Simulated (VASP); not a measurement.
Set up this calculation in VASP 6.6.1, as the native input.

```yaml
Task: electric field gradients
Functional: PBE
Potentials_or_basis: VASP PAW PBE potentials, release 64 (Ta_pv)
Cutoff: 520 eV
k_mesh: 17 × 17 × 17
Occupations: fermi-dirac, width 0.08 eV
Spin: no spin polarisation
Dipole_correction: no
Further_INCAR_settings: ALGO = Normal; EDIFF = 1e-08; NBANDS = 12
```

The structure of Ta lies in POSCAR:

```
Ta
1.0
   -1.6347672000      1.6347672000      1.6512800000
    1.6347672000     -1.6347672000      1.6512800000
    1.6347672000      1.6347672000     -1.6512800000
Ta
1
Direct
    0.0000000000      0.0000000000      0.0000000000
```

This cell differs from its parent crystal: equal xx and yy strain of -1 %.

The input as run:

INCAR

```
SYSTEM = Ta
PREC = Accurate
ENCUT = 520
EDIFF = 1E-8
ISMEAR = -1
SIGMA = 0.08
LREAL = .False.
LASPH = .True.
NELM = 80
ALGO = Normal
ISIF = 2
LWAVE = .False.
LCHARG = .False.
GGA = PE
LEFG = .True.
NBANDS = 12
```

KPOINTS

```
regular mesh
0
Gamma
  17 17 17
  0 0 0
```

Potentials or basis: VASP PAW PBE potentials, release 64 (Ta_pv).

Command:

```console
$ cat potpaw_PBE.64/Ta_pv/POTCAR > POTCAR
$ mpirun -np 1 vasp_std > vasp.out
```

Results of the run:

```yaml
Pressure: 7.6 GPa
```

Caveat: the cell differs from its parent crystal (equal xx and yy strain of -1 %); without QUAD_EFG the Cq values of the log hold for a quadrupole moment of 1 mb, not for the nuclei.

Run time: 2.2 min on 1 thread of AMD EPYC 7R43 64-Core Processor (Zen 3) (shared host), peak memory 0.17 GiB.
